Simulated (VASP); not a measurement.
A run of VASP 6.6.1:

The input INCAR:

```
SYSTEM = Mg
PREC = Accurate
ENCUT = 520
EDIFF = 1E-6
ISMEAR = 0
SIGMA = 0.15
LREAL = .False.
LASPH = .True.
NELM = 80
ALGO = Normal
ISIF = 2
LWAVE = .False.
LCHARG = .False.
GGA = PE
NBANDS = 9
```

KPOINTS

```
regular mesh
0
Gamma
  18 18 10
  0 0 0
```

The input POSCAR:

```
Mg
1.0
    3.0809006712      0.0000000000      0.0000000000
   -1.5404503356      2.6681382478      0.0000000000
    0.0000000000      0.0000000000      5.4187432000
Mg
2
Direct
    0.3333333333      0.6666666667      0.2500000000
    0.6666666667      0.3333333333      0.7500000000
```

Potentials or basis: VASP PAW PBE potentials, release 64 (Mg).

Command:

```sh
$ cat potpaw_PBE.64/Mg/POTCAR > POTCAR
$ mpirun -np 1 vasp_std > vasp.out
```

Hardware: 1 thread of Intel(R) Xeon(R) 6975P-C (Granite Rapids), on a shared host.

Task: How long does it take, and how much memory?

Result: Run time: 15 s on 1 thread of Intel(R) Xeon(R) 6975P-C (Granite Rapids) (shared host), peak memory 0.21 GiB. Counts: scf iterations 9, k points 222.
